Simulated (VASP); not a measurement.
# TiAl: single point with PBEsol

The system is TiAl.

```
CELL_PARAMETERS angstrom
2.92155 0.00000 0.00000
-1.46077 2.53014 0.00000
0.00000 0.00000 4.73923
ATOMIC_POSITIONS crystal
Ti 0.00000 0.00000 0.00000
Al 0.33333 0.66667 0.50000
```

```yaml
Program: VASP 6.6.1
Task: single point
Functional: PBEsol
Potentials_or_basis: VASP PAW PBE potentials, release 64 (Ti_sv, Al)
Cutoff: 520 eV
k_mesh: 21 × 21 × 12
Occupations: gaussian, width 0.15 eV
Spin: no spin polarisation
Dipole_correction: no
Further_INCAR_settings: ALGO = Fast; EDIFF = 1e-06; NBANDS = 14
```

| Property | Result |
| --- | --- |
| Pressure | -7.4 GPa |
| Band gap on the k mesh | zero (an odd number of electrons rules out a gap without spin polarisation) |

Stress tensor (GPa, compression positive):
```
-7.01  0.00  0.00
 0.00 -7.01  0.00
 0.00  0.00 -8.28
```

Levels at points of the mesh, in eV from the Fermi level:
| k point | band 5 | band 6 | band 7 | band 8 | band 9 | band 10 | band 11 | band 12 |
| --- | --- | --- | --- | --- | --- | --- | --- | --- |
| (0.00, 0.00, 0.00) | -8.67 | -2.22 | -1.75 | 1.21 | 1.21 | 2.57 | 2.57 | 3.71 |
| (0.00, 0.00, 0.50) | -7.81 | -5.14 | -0.37 | 1.22 | 1.22 | 2.50 | 2.50 | 6.68 |

It took 7.6 min on 1 thread of Intel Xeon 8259CL (shared host), peak memory 0.29 GiB.

Caveat: the cell stands under tension; the PAW data sets were made with another functional, which shifts forces and pressure a little.
